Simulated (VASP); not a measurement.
Crystal: NaCl.

```
CELL_PARAMETERS angstrom
0.00000 2.65285 2.65285
2.65285 0.00000 2.65285
2.65285 2.65285 0.00000
ATOMIC_POSITIONS crystal
Na 0.00000 0.00000 0.00000
Cl 0.50000 0.50000 0.50000
```

| Quantity | Value |
| --- | --- |
| Program | VASP 6.6.1 |
| Task | relaxation of cell and atoms |
| Functional | PBEsol |
| Potentials or basis | VASP PAW PBE potentials, release 64 (Na_pv, Cl) |
| Cutoff | 600 eV |
| k mesh | 8 × 8 × 8 |
| Occupations | fermi-dirac, width 0.03 eV |
| Spin | no spin polarisation |

At the start: pressure 6.3 GPa; volume 18.67 Å³/atom.

How do energy, volume and symmetry change on relaxing?

Over 4 steps the energy falls by 56.2 meV/atom and the volume is 22.04 Å³/atom (+18.1 %); space group Fm-3m (No. 225, to 0.05 Å).

The path:
| step | energy change (eV) | largest force (eV/Å) | pressure (GPa) | volume (Å³) |
| --- | --- | --- | --- | --- |
| 1 | 0.0000 | 0.0000 | 6.30 | 37.34 |
| 2 | -0.0988 | 0.0000 | 1.97 | 41.45 |
| 3 | -0.1123 | 0.0000 | 0.23 | 43.75 |
| 4 | -0.1124 | 0.0000 | -0.05 | 44.08 |

Final structure:
```
Na Cl
1.0
     0.00000    2.80379    2.80379
     2.80379    0.00000    2.80379
     2.80379    2.80379    0.00000
Na Cl
1 1
Direct
  0.00000 0.00000 0.00000
  0.50000 0.50000 0.50000
```

Caveat: the volume moved by over 15 % at a fixed basis, so the end points are rough; the PAW data sets were made with another functional, which shifts forces and pressure a little.
